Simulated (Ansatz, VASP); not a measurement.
# AlCo: VASP beside Ansatz

The input INCAR:

```
ALGO = Fast
EDIFF = 1E-7
ENCUT = 520
GGA = PS
ISIF = 2
ISMEAR = 0
LASPH = T
LCHARG = F
LREAL = F
LWAVE = F
NBANDS = 13
NELM = 100
PREC = Accurate
SIGMA = 0.15
```

File KPOINTS:

```
k-points
0
Gamma
  24 24 24
```

POSCAR

```
AlCo
1.0
    2.4657555840      0.0000000000      0.0000000000
    0.0000000000      2.4657555840      0.0000000000
    0.0000000000      0.0000000000      3.6986333761
Al Co
1 1
Direct
    0.0000000000      0.0000000000      0.0000000000
    0.5000000000      0.5000000000      0.5000000000
```

Input for Ansatz:

```yaml
crystal:
  lattice:
    - [2.465755584, 0.0, 0.0]
    - [0.0, 2.465755584, 0.0]
    - [0.0, 0.0, 3.6986333761]
  atoms:
    - { symbol: Al, position: [0.0, 0.0, 0.0] }
    - { symbol: Co, position: [0.5, 0.5, 0.5] }
basis:
  ecutwfc: 420
kpoints:
  mp_grid: { grid: [24, 24, 24] }
hamiltonian:
  xc: pbesol
scf:
  occupations: { method: gaussian, width: 0.15 }
output:
  forces: true
  stress: true
  eigenvalues: true
```

Alike in both runs: task single point; functional PBEsol; k mesh 24 × 24 × 24; occupations gaussian, width 0.15 eV; no spin polarisation.

```csv
,VASP,Ansatz
version,VASP 6.6.1,Ansatz 0.2.0
potentials or method,"VASP PAW PBE potentials, release 64 (Al, Co), cutoff 520 eV","scalar-relativistic, plane waves, PAW"
valence electrons in the cell,12,20
```

|  | VASP | Ansatz | Ansatz less VASP |
| --- | --- | --- | --- |
| gap on the k mesh at the Fermi level (eV) | none | none | - |
| pressure (GPa) | 9.0 | 8.9 | -0.02 |
| traceless stress, the component that is largest in VASP (GPa) | -27.25 | -27.21 | +0.039 |

VASP's potentials were made for PBE, not for PBEsol. A gap of «none» marks a metal or a gap that the smearing closes. VASP's potentials hold 12 valence electrons a cell and Ansatz's 20, so a difference there can come from the potentials and not from the codes.
